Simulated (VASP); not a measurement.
Input of a VASP 6.6.1 run:

Contents of INCAR:

```
SYSTEM = TaN
PREC = Accurate
ENCUT = 520
EDIFF = 1E-7
ISMEAR = -1
SIGMA = 0.01
LREAL = .FALSE.
LASPH = .TRUE.
NELM = 80
ALGO = Normal
ISIF = 2
LWAVE = .FALSE.
LCHARG = .FALSE.
GGA = PS
NBANDS = 24
```

Contents of KPOINTS:

```
Automatic mesh
0
G
  9 9 5
  0 0 0
```

File POSCAR:

```
TaN
1.0
    3.0480019786      0.0000000000      0.0000000000
   -1.5240009893      2.6396471442      0.0000000000
    0.0000000000      0.0000000000      4.9671800000
Ta N
2 2
Direct
    0.0000000000      0.0000000000      0.0000000000
    0.0000000000      0.0000000000      0.5000000000
    0.3333333333      0.6666666667      0.2500000000
    0.6666666667      0.3333333333      0.7500000000
```

Potentials or basis: VASP PAW PBE potentials, release 64 (Ta_pv, N).

Launch:

```bash
$ cat potpaw_PBE.64/Ta_pv/POTCAR potpaw_PBE.64/N/POTCAR > POTCAR
$ mpirun -np 1 vasp_std > vasp.out
```

(1) Estimate the pressure.

(2) Predict the band gap on the k mesh.

Results:

(1) 43.7 GPa.

(2) zero (band 16 reaches 10.15 eV, above the bottom of band 17 at 7.86 eV).

Caveat: the cell differs from its parent crystal (zz strain of +1 %); the PAW data sets were made with another functional, which shifts forces and pressure a little; spin-orbit coupling is left out, which moves the levels of the heavy elements.
